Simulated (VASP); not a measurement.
# Si in VASP: a series of runs, part 3 of 3

VASP 6.6.1. Earlier steps stand in the parts before.

### Step 6. Electric field gradients, LDA (zz strain of -2 %)

Input file INCAR:

```
SYSTEM = Si
PREC = Accurate
ENCUT = 520
EDIFF = 1E-8
ISMEAR = -1
SIGMA = 0.08
LREAL = .False.
LASPH = .True.
NELM = 80
ALGO = Normal
ISIF = 2
LWAVE = .False.
LCHARG = .False.
LEFG = .True.
NBANDS = 11
```

Input file KPOINTS:

```
Automatic mesh
0
Gamma
  12 12 12
  0 0 0
```

Input file POSCAR:

```
Si
1.0
    0.0000000000      2.7154700000      2.6611606000
    2.7154700000      0.0000000000      2.6611606000
    2.7154700000      2.7154700000      0.0000000000
Si
2
Direct
    0.5000000000      0.5000000000      0.5000000000
    0.7500000000      0.7500000000      0.7500000000
```

Potentials or basis: VASP PAW LDA potentials, release 64 (Si).

Started as:

```sh
$ cat potpaw_LDA.64/Si/POTCAR > POTCAR
$ mpirun -np 1 vasp_std > vasp.out
```

OUTCAR:

```text
SYSTEM = Si
   PREC = Accurate
   ENCUT = 520
   EDIFF = 1E-8
   ISMEAR = -1
   LREAL = .False.
   LASPH = .True.
   NELM = 80
   ISIF = 2

 ion  position               nearest neighbor table
   1  0.500  0.500  0.500-   2 2.34   2 2.34   2 2.34   2 2.34
   2  0.750  0.750  0.750-   1 2.34   1 2.34   1 2.34   1 2.34

  LATTYP: Found a body centered tetragonal cell.
 ALAT       =     3.8402545022
 C/A-ratio  =     1.3859292911

  Lattice vectors:

 A1 = (   0.0000000000,  -2.7154700000,  -2.6611606000)
 A2 = (   0.0000000000,   2.7154700000,  -2.6611606000)
 A3 = (   2.7154700000,   0.0000000000,   2.6611606000)

Analysis of symmetry for initial positions (statically):
=====================================================================
 Subroutine PRICEL returns:
 Original cell was already a primitive cell.

 Routine SETGRP: Setting up the symmetry group for a
 body centered tetragonal supercell.

 Subroutine GETGRP returns: Found 16 space group operations
 (whereof  8 operations were pure point group operations)
 out of a pool of 16 trial point group operations.

The static configuration has the point symmetry D_2d.
 The point group associated with its full space group is D_4h.

Analysis of symmetry for dynamics (positions and initial velocities):
=====================================================================
 Subroutine PRICEL returns:
 Original cell was already a primitive cell.

 Routine SETGRP: Setting up the symmetry group for a
 body centered tetragonal supercell.

 Subroutine GETGRP returns: Found 16 space group operations
 (whereof  8 operations were pure point group operations)
 out of a pool of 16 trial point group operations.

The dynamic configuration has the point symmetry D_2d.
 The point group associated with its full space group is D_4h.

 Subroutine INISYM returns: Found 16 space group operations
 (whereof  8 operations are pure point group operations),
 and found     1 'primitive' translations

----------------------------------------------------------------------------------------

                                     Primitive cell

  volume of cell :      39.2456

  direct lattice vectors                    reciprocal lattice vectors
     0.000000000  2.715470000  2.661160600    -0.184130187  0.184130187  0.187887946
     2.715470000  0.000000000  2.661160600     0.184130187 -0.184130187  0.187887946
     2.715470000  2.715470000  0.000000000     0.184130187  0.184130187 -0.187887946

  length of vectors
     3.802045904  3.802045904  3.840254502     0.321107042  0.321107042  0.321107042

  position of ions in fractional coordinates (direct lattice)
     0.500000000  0.500000000  0.500000000
     0.750000000  0.750000000  0.750000000

  ion indices of the primitive-cell ions
   primitive index   ion index
                 1           1
                 2           2

----------------------------------------------------------------------------------------

 KPOINTS: Automatic mesh

Automatic generation of k-mesh.
 Grid dimensions read from file:
 generate k-points for:   12   12   12
[... 76 lines left out ...]
   NUPDOWN=      -1.0000    fix difference up-down
   EMIN   =  10.00;   EMAX   =-10.00  energy-range for DOS
   EFERMI =   0.00;   METHOD = LEGACY
   ISMEAR =    -1;   SIGMA  =   0.08  broadening in eV -4-tet -1-fermi 0-gaus
   EFERMI_NEDOS =   21; number of points for ismear=-14 and -15
   IALGO  =     38    algorithm
   IMIX   =      4    mixing-type and parameters
     AMIX     =   0.40;   BMIX     =  1.00
     AMIX_MAG =   1.60;   BMIX_MAG =  1.00
  volume/ion in A,a.u.               =      19.62       132.42
  Fermi-wavevector in a.u.,A,eV,Ry     =   0.963477  1.820707 12.630111  0.928287
  Thomas-Fermi vector in A             =   2.093025
   LORBIT       =      0    0 simple, 1 ext, 2 COOP (PROOUT), +10 PAW based schemes
   GGA     = CA    functional components
   LHFCALC =     F    Hartree Fock is set to
   AEXX    =    0.0000 exact exchange contribution
   IVDW    =     0    specifies the selected vdW correction
   LEPSILON=     F    determine dielectric tensor
   LRPA    =     F    only Hartree local field effects (RPA)
 non-spin polarized calculation
  energy-cutoff  :      520.00
  volume of cell :       39.25
 maximum number of plane-waves:      1071
   NGX = 15   NGY = 15   NGZ = 15

 number of electron       8.0000000 magnetization

 Free energy of the ion-electron system (eV)
  ---------------------------------------------------
  ext. energy  EPLUGINS =         0.00000000
  ---------------------------------------------------
  free energy    TOTEN  =       -11.91649971 eV

  energy without entropy =      -11.91582614  energy(sigma->0) =      -11.91616292

 E-fermi :   6.1749     XC(G=0):  -9.6819

 val. band max:        6.0690998739   @ k =   0.0000   0.0000   0.0000
 cond. band min:       6.2902394773   @ k =   0.4167   0.4167   0.0000
 fundamental gap:      0.2211396034
 Fermi energy:         6.1749342389

 k-point     1 :       0.0000    0.0000    0.0000
  band No.  band energies     occupation
      1      -6.1189      2.00000
      2       5.9301      1.91047
      3       5.9301      1.91047
      4       6.0691      1.57934
      5       8.4630      0.00000
      6       8.5351      0.00000
      7       8.5351      0.00000
      8       9.4112      0.00000
      9      13.5297      0.00000
     10      13.7406      0.00000
     11      13.8951      0.00000
[... 309 lines left out ...]
 k-point    24 :      -0.4167    0.1667    0.0000
  band No.  band energies     occupation
      1      -3.4561      2.00000
      2      -0.8666      2.00000
      3       3.0152      2.00000
      4       4.2544      2.00000
      5       7.9733      0.00000
      6      10.1083      0.00000
      7      10.2779      0.00000
      8      13.7565      0.00000
      9      14.5361      0.00000
     10      14.8009      0.00000
     11      17.2040      0.00000

 [... further k-points ...]
[... 5 lines left out ...]
  --------------------------------------------------------------------------------------
  -------------------------------------------------------------------------------------
  Total       -0.0451804     -0.0451804      0.4074719      0.0000000      0.0000000      0.0000000
  in kB       -1.8444614     -1.8444614     16.6347820      0.0000000      0.0000000      0.0000000
  external PRESSURE =       4.3152864 kB  Pullay stress =       0.0000000 kB

 VOLUME and BASIS-vectors are now :
 -----------------------------------------------------------------------------
  energy-cutoff  :      520.00
  volume of cell :       39.25
      direct lattice vectors                 reciprocal lattice vectors
     0.000000000  2.715470000  2.661160600    -0.184130187  0.184130187  0.187887946
     2.715470000  0.000000000  2.661160600     0.184130187 -0.184130187  0.187887946
     2.715470000  2.715470000  0.000000000     0.184130187  0.184130187 -0.187887946

 POSITION                                       TOTAL-FORCE (eV/Angst)
 -----------------------------------------------------------------------------------
      2.71547      2.71547      2.66116         0.000000      0.000000      0.000000
      4.07320      4.07320      3.99174         0.000000      0.000000      0.000000
 -----------------------------------------------------------------------------------
    total drift:                                0.000000      0.000000     -0.000000

  FREE ENERGIE OF THE ION-ELECTRON SYSTEM (eV)
  ---------------------------------------------------
  free  energy   TOTEN  =       -11.9164997120 eV

  energy  without entropy=      -11.9158261368  energy(sigma->0) =      -11.91616292

 Electric field gradients (V/A^2)
---------------------------------------------------------------------
 ion       V_xx      V_yy      V_zz      V_xy      V_xz      V_yz
---------------------------------------------------------------------
   1      -0.118    -0.118     0.237    -0.000    -0.000    -0.000
   2      -0.118    -0.118     0.237    -0.000    -0.000    -0.000
---------------------------------------------------------------------

 Electric field gradients after diagonalization (V/A^2)
 (convention: |V_zz| > |V_xx| > |V_yy|)
----------------------------------------------------------------------
 ion       V_xx      V_yy      V_zz     asymmetry (V_yy - V_xx)/ V_zz
----------------------------------------------------------------------
   1      -0.118    -0.118     0.237       0.001
   2      -0.118    -0.118     0.237       0.001
----------------------------------------------------------------------

           NMR quadrupolar parameters

 Cq : quadrupolar parameter    Cq=e*Q*V_zz/h
 eta: asymmetry parameters     (V_yy - V_xx)/ V_zz
 Q  : nuclear electric quadrupole moment in mb (millibarn)
----------------------------------------------------------------------
 ion       Cq(MHz)       eta       Q (mb)
----------------------------------------------------------------------
   1       0.001       0.001       1.000
   2       0.001       0.001       1.000
----------------------------------------------------------------------
```

OSZICAR:

```text
N       E                     dE             d eps       ncg     rms          rms(c)
DAV:   1     0.778016161921E+01    0.77802E+01   -0.33410E+03  3586   0.592E+02
DAV:   2    -0.116157660504E+02   -0.19396E+02   -0.18743E+02  4895   0.876E+01
DAV:   3    -0.121859159976E+02   -0.57015E+00   -0.56854E+00  4577   0.136E+01
DAV:   4    -0.121905056267E+02   -0.45896E-02   -0.45890E-02  4370   0.153E+00
DAV:   5    -0.121905549655E+02   -0.49339E-04   -0.49339E-04  4569   0.148E-01    0.514E+00
DAV:   6    -0.120013256959E+02    0.18923E+00   -0.11093E-01  4159   0.132E+00    0.308E+00
DAV:   7    -0.119163645904E+02    0.84961E-01   -0.19477E-01  4134   0.180E+00    0.248E-01
DAV:   8    -0.119165272146E+02   -0.16262E-03   -0.82631E-03  4111   0.496E-01    0.843E-02
DAV:   9    -0.119164946724E+02    0.32542E-04   -0.23878E-04  4457   0.817E-02    0.641E-02
DAV:  10    -0.119164998602E+02   -0.51878E-05   -0.17417E-05  4235   0.245E-02    0.295E-02
DAV:  11    -0.119164997088E+02    0.15135E-06   -0.10493E-06  4199   0.537E-03    0.205E-03
DAV:  12    -0.119164997120E+02   -0.31669E-08   -0.24404E-08  4329   0.935E-04
   1 F= -.11916500E+02 E0= -.11916163E+02  d E =-.673575E-03
```

It took 41 s on 1 thread of Intel Xeon Platinum 8375C at 2.90GHz (Ice Lake), shared host; peak memory 0.17 GiB.

Results:

```yaml
Free_energy: -11.9165 eV
Pressure: 0.4 GPa
Band_gap_on_the_k_mesh: 0.22 eV, indirect (least direct gap 2.39 eV)
```

Stress tensor (GPa, compression positive):
```
-0.18  0.00  0.00
 0.00 -0.18  0.00
 0.00  0.00  1.66
```

Caveat: the cell differs from its parent crystal (zz strain of -2 %); without QUAD_EFG the Cq values of the log hold for a quadrupole moment of 1 mb, not for the nuclei. A k mesh can miss the band edges.

### Step 7. Summary

```tsv
cell	gap on the mesh (eV)	pressure (GPa)
a = 3.788 Å, angles 60.0°, 2 atoms	0.40	2.6
a = 3.916 Å, angles 60.0°, 2 atoms	0.56	-6.1
a = 3.802, b = 3.802, c = 3.840 Å, angles 59.7, 59.7, 60.7°, 2 atoms	0.22	0.4
```

Alike in all rows: task electric field gradients; level LDA; potentials or basis VASP PAW LDA potentials, release 64 (Si); no spin polarisation; k mesh 12 × 12 × 12; cutoff (eV) 520; smearing fermi-dirac 0.08 eV.

Total energies depend on the potentials used, so only differences within one code and one set of settings carry meaning.
